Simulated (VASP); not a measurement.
The system is InPd.

```xyz
2
Lattice="3.2719 0.0000 0.0000 0.0000 3.2719 0.0000 0.0000 0.0000 3.2719" Properties=species:S:1:pos:R:3 pbc="T T T"
In    0.0000    0.0000    0.0000
Pd    1.6359    1.6359    1.6359
```

```yaml
Program: VASP 6.6.1
Task: relaxation of cell and atoms
Functional: PBE
Potentials_or_basis: VASP PAW PBE potentials, release 64 (In_d, Pd)
Cutoff: 600 eV
k_mesh: 8 × 8 × 8
Occupations: fermi-dirac, width 0.05 eV
Spin: no spin polarisation
```

At the start: pressure 3.7 GPa; volume 17.51 Å³/atom.

**Question.** How do energy, volume and symmetry change on relaxing?

**Answer.** Over 3 steps the energy falls by 5.9 meV/atom and the volume is 18.04 Å³/atom (+3.0 %); space group Pm-3m (No. 221, to 0.05 Å).

Step by step:
```csv
step,energy change (eV),largest force (eV/Å),pressure (GPa),volume (Å³)
1,0.0000,0.0000,3.70,35.03
2,-0.0016,0.0000,-3.02,37.12
3,-0.0117,0.0000,0.00,36.08
```

Final structure:
```
CELL_PARAMETERS angstrom
3.30434 0.00000 0.00000
0.00000 3.30434 0.00000
0.00000 0.00000 3.30434
ATOMIC_POSITIONS crystal
In 0.00000 0.00000 0.00000
Pd 0.50000 0.50000 0.50000
```
